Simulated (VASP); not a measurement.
A run of VASP 6.6.1:

INCAR

```
PREC = Accurate
ENCUT = 520
EDIFF = 1E-8
ISMEAR = -1
SIGMA = 0.02
LREAL = F
LASPH = T
NELM = 120
ALGO = Normal
ISIF = 2
LWAVE = F
LCHARG = F
LEFG = T
NBANDS = 28
GGA_COMPAT = F
```

The input KPOINTS:

```
regular mesh
0
Gamma
  8 8 8
```

File POSCAR:

```
SrTiO3
1.0
    3.9050000000      0.0000000000      0.0000000000
    0.0000000000      3.9050000000      0.0000000000
    0.0000000000      0.0000000000      3.9050000000
Sr Ti O
1 1 3
Direct
    0.0000000000      0.0000000000      0.0000000000
    0.5000000000      0.5000000000      0.5000000000
    0.0000000000      0.5000000000      0.5000000000
    0.5000000000      0.0000000000      0.5000000000
    0.5000000000      0.5000000000      0.0000000000
```

Potentials or basis: VASP PAW LDA potentials, release 64 (Sr_sv, Ti_sv, O).

Command:

```sh
$ cat potpaw_LDA.64/Sr_sv/POTCAR potpaw_LDA.64/Ti_sv/POTCAR potpaw_LDA.64/O/POTCAR > POTCAR
$ mpirun -np 1 vasp_std > vasp.out
```

Hardware: 1 thread of AMD EPYC 9R45 96-Core Processor (Zen 5) (shared host).

Question: How long does it take, and how much memory?

Answer: Run time: 37 s on 1 thread of AMD EPYC 9R45 96-Core Processor (Zen 5) (shared host), peak memory 0.16 GiB. Counts: scf iterations 19, k points 35.
